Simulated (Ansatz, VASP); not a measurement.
One calculation of KZnF3, two programs

File INCAR:

```
ALGO = Normal
EDIFF = 1E-6
ENCUT = 520
GGA = PS
ISIF = 2
ISMEAR = 0
LASPH = True
LCHARG = False
LREAL = False
LWAVE = False
NBANDS = 29
NELM = 80
PREC = Accurate
SIGMA = 0.02
```

Contents of KPOINTS:

```
k-points
0
Gamma
  6 6 6
```

POSCAR

```
KZnF3
1.0
    4.0519406020      0.0000000000      0.0000000000
    0.0000000000      4.0519406020      0.0000000000
    0.1215582181      0.0000000000      4.0519406020
K Zn F
1 1 3
Direct
    0.0000000000      0.0000000000      0.0000000000
    0.5000000000      0.5000000000      0.5000000000
    0.0000000000      0.5000000000      0.5000000000
    0.5000000000      0.0000000000      0.5000000000
    0.5000000000      0.5000000000      0.0000000000
```

Input for Ansatz:

```yaml
crystal:
  lattice:
    - [4.051940602, 0.0, 0.0]
    - [0.0, 4.051940602, 0.0]
    - [0.1215582181, 0.0, 4.051940602]
  atoms:
    - { symbol: K, position: [0.0, 0.0, 0.0] }
    - { symbol: Zn, position: [0.5, 0.5, 0.5] }
    - { symbol: F, position: [0.0, 0.5, 0.5] }
    - { symbol: F, position: [0.5, 0.0, 0.5] }
    - { symbol: F, position: [0.5, 0.5, 0.0] }
basis:
  ecutwfc: 420
kpoints:
  mp_grid: { grid: [6, 6, 6] }
  band_path: { path: [VBM, CBM], npoints: 2 }
hamiltonian:
  xc: pbesol
scf:
  occupations: { method: gaussian, width: 0.02 }
output:
  forces: true
  stress: true
  eigenvalues: true
checkpoint:
  read: start.run
  write: ck
  compress: false
  write_wavefunctions: false
  write_every: 100000
```

Alike in both runs: task single point; functional PBEsol; k mesh 6 × 6 × 6; occupations gaussian, width 0.02 eV; no spin polarisation.

|  | VASP | Ansatz |
| --- | --- | --- |
| version | VASP 6.6.1 | Ansatz 0.2.0 |
| potentials or method | VASP PAW PBE potentials, release 64 (K_sv, Zn, F), cutoff 520 eV | scalar-relativistic, plane waves, PAW |
| valence electrons in the cell | 42 | 42 |

```tsv
	VASP	Ansatz	Ansatz less VASP
gap on the k mesh at the Fermi level (eV)	3.63	3.71	+0.074
least direct gap on the mesh (eV)	5.42	5.46	+0.041
pressure (GPa)	0.5	0.0	-0.43
traceless stress, the component that is largest in VASP (GPa)	-0.99	-1.01	-0.011
```

VASP's potentials were made for PBE, not for PBEsol.
